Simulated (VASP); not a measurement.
Input of a VASP 6.6.1 run:

The input INCAR:

```
PREC = Accurate
ENCUT = 520
EDIFF = 1E-6
ISMEAR = 0
SIGMA = 0.05
LREAL = False
LASPH = True
NELM = 60
ALGO = Normal
ISIF = 2
LWAVE = False
LCHARG = True
GGA = PS
LELF = True
LVHAR = True
NBANDS = 24
```

Contents of KPOINTS:

```
Automatic mesh
0
Gamma
  6 6 6
```

Contents of POSCAR:

```
KMgF3
1.0
    3.9859000000      0.0249118750      0.0000000000
    0.0249118750      3.9859000000      0.0000000000
    0.0000000000      0.0000000000      3.9859000000
K Mg F
1 1 3
Direct
    0.5000000000      0.5000000000      0.5000000000
    0.0000000000      0.0000000000      0.0000000000
    0.5000000000      0.0000000000      0.0000000000
    0.0000000000      0.5000000000      0.0000000000
    0.0000000000      0.0000000000      0.5000000000
```

Potentials or basis: VASP PAW PBE potentials, release 64 (K_sv, Mg, F).

The run is started by

```sh
$ cat potpaw_PBE.64/K_sv/POTCAR potpaw_PBE.64/Mg/POTCAR potpaw_PBE.64/F/POTCAR > POTCAR
$ mpirun -np 1 vasp_std > vasp.out
```

What does it give for the band gap on the k mesh?

7.12 eV, indirect (least direct gap 7.42 eV).

What does it give for the pressure?

-0.1 GPa.

Stress tensor (GPa, compression positive):
```
-0.08 -0.58  0.00
-0.58 -0.08  0.00
 0.00  0.00 -0.08
```

Caveat: the cell differs from its parent crystal (strain +0.0125 x Voigt [0, 0, 0, 0, 0, 1]); the PAW data sets were made with another functional, which shifts forces and pressure a little. A k mesh can miss the band edges.
